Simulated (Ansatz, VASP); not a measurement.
# Bi in VASP and in Ansatz

```xyz
4
Lattice="4.5759 0.0000 0.1170 0.0000 4.5765 0.0000 -0.1762 0.0000 6.5802" Properties=species:S:1:pos:R:3 pbc="T T T"
Bi    3.2987    3.4323    5.0226
Bi    1.1009    1.1441    1.6746
Bi    3.3864    3.4323    1.7356
Bi    1.0132    1.1441    4.9616
```

Alike in both runs: functional r2SCAN; k mesh 6 × 6 × 4; occupations fermi-dirac, width 0.1 eV; no spin polarisation.

Ansatz relaxed the structure, and its values are those at the end. VASP's run is a single point on that final structure, the one shown.

|  | VASP | Ansatz |
| --- | --- | --- |
| version | VASP 6.6.1 | Ansatz 0.2.0 |
| potentials or method | VASP PAW PBE potentials, release 64 (Bi_d) | PAW with Ansatz's default frozen-core files, scalar-relativistic |
| plane-wave cutoff (eV) | 550 | 500 |
| valence electrons in the cell | 60 | 60 |

```csv
,VASP,Ansatz,Ansatz less VASP
pressure (GPa),-0.1,0.0,+0.05
```

VASP's potentials were made for PBE, not for r2SCAN.

Spin-orbit coupling is off throughout.
